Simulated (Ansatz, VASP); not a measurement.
SiC5: VASP beside Ansatz

```
Si C
1.0
     3.28377    0.00000    0.00000
    -1.64188    2.84383    0.00000
     0.00000    0.00000    8.55478
Si C
1 5
Direct
  0.00000 0.00000 0.50000
  0.00000 0.00000 0.84918
  0.00000 0.00000 0.00000
  0.00000 0.00000 0.15082
  0.00000 0.00000 0.29922
  0.00000 0.00000 0.70078
```

Alike in both runs: functional PBE; k mesh 12 × 12 × 6; occupations gaussian, width 0.1 eV; no spin polarisation.

Ansatz relaxed the structure, and its values are those at the end. VASP's run is a single point on that final structure, the one shown.

```csv
,VASP,Ansatz
version,VASP 6.6.1,Ansatz 0.2.0
potentials or method,"VASP PAW PBE potentials, release 64 (Si, C), cutoff 520 eV","scalar-relativistic, plane waves, PAW"
valence electrons in the cell,24,24
```

|  | VASP | Ansatz | Ansatz less VASP |
| --- | --- | --- | --- |
| gap on the k mesh at the Fermi level (eV) | none | none | - |
| pressure (GPa) | -0.1 | 0.0 | +0.10 |
| rms of the force components (eV/Å) | 0.020 | 0.001 | -0.0189 |

A gap of «none» marks a metal or a gap that the smearing closes.
